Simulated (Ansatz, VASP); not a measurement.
# One calculation of Zn2SeS, two programs

INCAR

```
PREC = Accurate ; ENCUT = 520
EDIFF = 1E-7 ; ISMEAR = 0
SIGMA = 0.05 ; LREAL = False
LASPH = True ; NELM = 100
ALGO = Normal ; ISIF = 2
LWAVE = False ; LCHARG = True
LELF = True ; LVHAR = True
NBANDS = 26
```

File KPOINTS:

```
regular mesh
0
Gamma
  8 8 6
```

File POSCAR:

```
Zn2SeS
1.0
    4.1047514130      0.0000000000      0.0000000000
    0.0000000000      4.1047514130      0.0000000000
    0.0000000000      0.0000000000      5.5221151400
Zn Se S
2 1 1
Direct
    0.5000000000      0.0000000000      0.7630636300
    0.0000000000      0.5000000000      0.2369363700
    0.0000000000      0.0000000000      0.5000000000
    0.5000000000      0.5000000000      0.0000000000
```

Input for Ansatz:

```yaml
crystal:
  lattice:
    - [4.104751413, 0.0, 0.0]
    - [0.0, 4.104751413, 0.0]
    - [0.0, 0.0, 5.52211514]
  atoms:
    - { symbol: Zn, position: [0.5, 0.0, 0.76306363] }
    - { symbol: Zn, position: [0.0, 0.5, 0.23693637] }
    - { symbol: Se, position: [0.0, 0.0, 0.5] }
    - { symbol: S, position: [0.5, 0.5, 0.0] }
basis:
  ecutwfc: 420
kpoints:
  mp_grid: { grid: [8, 8, 6] }
hamiltonian:
  xc: lda
scf:
  occupations: { method: gaussian, width: 0.05 }
output:
  forces: true
  stress: true
  eigenvalues: true
```

Change from the starting cell: strain +0.0500 x Voigt [1, 1, 0, 0, 0, 0], atoms carried along.

Alike in both runs: task single point; functional LDA; k mesh 8 × 8 × 6; occupations gaussian, width 0.05 eV; no spin polarisation.

|  | VASP | Ansatz |
| --- | --- | --- |
| version | VASP 6.6.1 | Ansatz 0.2.0 |
| potentials or method | VASP PAW LDA potentials, release 64 (Zn, Se, S), cutoff 520 eV | scalar-relativistic, plane waves, PAW |
| valence electrons in the cell | 36 | 46 |

```csv
,VASP,Ansatz,Ansatz less VASP
gap on the k mesh at the Fermi level (eV),0.97,0.94,-0.029
least direct gap on the mesh (eV),0.97,0.94,-0.029
pressure (GPa),-8.3,-8.4,-0.17
"traceless stress, the component that is largest in VASP (GPa)",1.37,1.37,+0.002
rms of the force components (eV/Å),0.011,0.014,+0.0024
```

LDA's correlation is that of Perdew and Zunger in VASP and of Perdew and Wang (1992) in Ansatz. Atom by atom the forces differ by 0.002 eV/Å (rms over components). VASP's potentials hold 36 valence electrons a cell and Ansatz's 46, so a difference there can come from the potentials and not from the codes.
